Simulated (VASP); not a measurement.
Input of a VASP 6.6.1 run:

INCAR

```
PREC = Accurate ; ENCUT = 520
EDIFF = 1E-6 ; ISMEAR = 0
SIGMA = 0.1 ; LREAL = False
LASPH = True ; NELM = 60
ALGO = Normal ; ISIF = 2
LWAVE = False ; LCHARG = False
GGA = PE ; NBANDS = 26
```

The input KPOINTS:

```
regular mesh
0
Gamma
  18 18 8
```

The input POSCAR:

```
ZrWN2
1.0
    2.9551986825      0.0000000000      0.0000000000
   -1.4775993412      2.5592771323      0.0000000000
    0.0000000000      0.0000000000      5.9564012826
Zr W N
1 1 2
Direct
    0.0000000000      0.0000000000      0.5000000000
    0.0000000000      0.0000000000      0.0000000000
    0.3333333333      0.6666666667      0.2213979265
    0.3333333333      0.6666666667      0.7786020735
```

Potentials or basis: VASP PAW PBE potentials, release 64 (Zr_sv, W_sv, N).

Run with:

```console
$ cat potpaw_PBE.64/Zr_sv/POTCAR potpaw_PBE.64/W_sv/POTCAR potpaw_PBE.64/N/POTCAR > POTCAR
$ mpirun -np 1 vasp_std > vasp.out
```

Predict the band gap on the k mesh.

zero (bands 18 and 19 overlap by 0.35 eV).

Estimate the pressure.

0.8 GPa.

Estimate the largest force.

0.059 eV/Å.

Stress tensor (GPa, compression positive):
```
0.76 0.00 0.00
0.00 0.76 0.00
0.00 0.00 0.89
```

Caveat: spin-orbit coupling is left out, which moves the levels of the heavy elements.
